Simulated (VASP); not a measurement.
Here is a VASP 6.6.1 calculation.

INCAR

```
PREC = Accurate
ENCUT = 600
EDIFF = 1E-7
ISMEAR = 0
SIGMA = 0.1
LREAL = F
LASPH = T
NELM = 80
ALGO = Normal
ISIF = 3
LWAVE = F
LCHARG = F
GGA = PE
IBRION = 2
NSW = 100
EDIFFG = -0.01
```

KPOINTS

```
Automatic mesh
0
Gamma
  8 8 8
```

The input POSCAR:

```
Cd2Se3
1.0
    5.2433689858      0.0000000000      0.0000000000
    0.0000000000      5.2433689858      0.0000000000
    0.0000000000      0.0000000000      5.2433689858
Cd Se
2 3
Direct
    0.0000000000      0.0000000000      0.0000000000
    0.5000000000      0.5000000000      0.5000000000
    0.0000000000      0.5000000000      0.5000000000
    0.5000000000      0.0000000000      0.5000000000
    0.5000000000      0.5000000000      0.0000000000
```

Potentials or basis: VASP PAW PBE potentials, release 64 (Cd, Se).

Command:

```bash
$ cat potpaw_PBE.64/Cd/POTCAR potpaw_PBE.64/Se/POTCAR > POTCAR
$ mpirun -np 1 vasp_std > vasp.out
```

Q: Predict the band gap on the k mesh.

A: Zero (bands 21 and 22 overlap by 0.96 eV).

Final structure:
```
Cd Se
1.0
     5.24337    0.00000    0.00000
     0.00000    5.24337    0.00000
     0.00000    0.00000    5.24337
Cd Se
2 3
Direct
  0.00000 0.00000 0.00000
  0.50000 0.50000 0.50000
  0.00000 0.50000 0.50000
  0.50000 0.00000 0.50000
  0.50000 0.50000 0.00000
```

Caveat: the relaxation stopped at its first step, so nothing moved.
